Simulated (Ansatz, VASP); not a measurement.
Given: the input of a run of Ansatz 0.2.0 on C.

input.yaml

```yaml
crystal:
  lattice:
    - [8.40412895, 0.0, 0.0]
    - [8.0422228221, 2.4396793823, 0.0]
    - [8.0422228221, 1.1929968104, 2.1280963556]
  atoms:
    - { symbol: C, position: [0.08717308, 0.08717308, 0.08717308] }
    - { symbol: C, position: [0.75385006, 0.75385006, 0.75385006] }
    - { symbol: C, position: [0.24614994, 0.24614994, 0.24614994] }
    - { symbol: C, position: [0.91282692, 0.91282692, 0.91282692] }
hamiltonian:
  xc: pbesol
  pseudopotentials: { kind: paw }
kpoints:
  mp_grid: { grid: [12, 12, 12] }
scf:
  occupations: { method: gaussian, width: 0.05 }
output:
  forces: true
  stress: true
  eigenvalues: true
```

Potentials or basis: Ansatz PAW.

Command:

```console
$ ansatz run input.yaml --threads 1 --pin off --max-ram 3584MiB --backend cpu --events-out ev --progress --plain --runs-dir out
```

Q: Translate it to VASP 6.6.1. Potentials there: VASP PAW PBE potentials, release 64 (C).

A: As run (the cutoff follows the program's own potentials):

INCAR

```
  PREC = Accurate
  ENCUT = 520
  EDIFF = 1E-6
  ISMEAR = 0
  SIGMA = 0.05
  LREAL = F
  LASPH = T
  NELM = 100
  ALGO = Normal
  ISIF = 2
  LWAVE = F
  LCHARG = T
  GGA = PS
  LELF = T
  LVHAR = T
  NBANDS = 16
```

KPOINTS

```
Automatic mesh
0
Gamma
  12 12 12
```

File POSCAR:

```
C
1.0
    8.4041289500      0.0000000000      0.0000000000
    8.0422228221      2.4396793823      0.0000000000
    8.0422228221      1.1929968104      2.1280963556
C
4
Direct
    0.0871730800      0.0871730800      0.0871730800
    0.7538500600      0.7538500600      0.7538500600
    0.2461499400      0.2461499400      0.2461499400
    0.9128269200      0.9128269200      0.9128269200
```

Potentials or basis: VASP PAW PBE potentials, release 64 (C).

The run is started by

```sh
$ cat potpaw_PBE.64/C/POTCAR > POTCAR
$ mpirun -np 1 vasp_std > vasp.out
```

Both were run:

|  | VASP | Ansatz | Ansatz less VASP |
| --- | --- | --- | --- |
| gap on the k mesh at the Fermi level (eV) | 0.19 | 0.18 | -0.001 |
| least direct gap on the mesh (eV) | 0.19 | 0.19 | -0.001 |
| pressure (GPa) | -1.5 | -2.1 | -0.54 |
| traceless stress, the component that is largest in VASP (GPa) | 1.23 | 1.81 | +0.577 |

VASP's potentials were made for PBE, not for PBEsol.
